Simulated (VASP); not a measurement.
Write the native input for VASP 6.6.1 that does the following.

| Property | Result |
| --- | --- |
| Task | single point |
| Functional | LDA |
| Potentials or basis | VASP PAW LDA potentials, release 64 (Ti_sv, Zn) |
| Cutoff | 520 eV |
| k mesh | 9 × 9 × 9 |
| Occupations | fermi-dirac, width 0.05 eV |
| Spin | no spin polarisation |
| Dipole correction | no |
| Further INCAR settings | ALGO = Normal; EDIFF = 1e-07; NBANDS = 32 |

The structure of TiZn3 lies in POSCAR:

```
TiZn3
1.0
    4.0108440000      0.0000000000      0.0000000000
    0.0000000000      4.0108440000      0.0000000000
    0.0000000000      0.0000000000      3.9322000000
Ti Zn
1 3
Direct
    0.0000000000      0.0000000000      0.0000000000
    0.0000000000      0.5000000000      0.5000000000
    0.5000000000      0.0000000000      0.5000000000
    0.5000000000      0.5000000000      0.0000000000
```

This cell differs from its parent crystal: equal xx and yy strain of +2 %.

These files were run (other wordings do the same):

INCAR

```
  PREC = Accurate
  ENCUT = 520
  EDIFF = 1E-7
  ISMEAR = -1
  SIGMA = 0.05
  LREAL = False
  LASPH = True
  NELM = 100
  ALGO = Normal
  ISIF = 2
  LWAVE = False
  LCHARG = False
  NBANDS = 32
```

KPOINTS

```
Automatic mesh
0
Gamma
  9 9 9
```

Potentials or basis: VASP PAW LDA potentials, release 64 (Ti_sv, Zn).

Command:

```console
$ cat potpaw_LDA.64/Ti_sv/POTCAR potpaw_LDA.64/Zn/POTCAR > POTCAR
$ mpirun -np 1 vasp_std > vasp.out
```

Results of the run:

```
Pressure               : -12.2 GPa
Band gap on the k mesh : zero (bands 24 and 25 overlap by 1.74 eV)
```

Caveat: the cell differs from its parent crystal (equal xx and yy strain of +2 %); the cell stands under tension.

Run time: 76 s on 1 thread of Intel(R) Xeon(R) 6975P-C (Granite Rapids), on a shared host, peak memory 0.24 GiB.
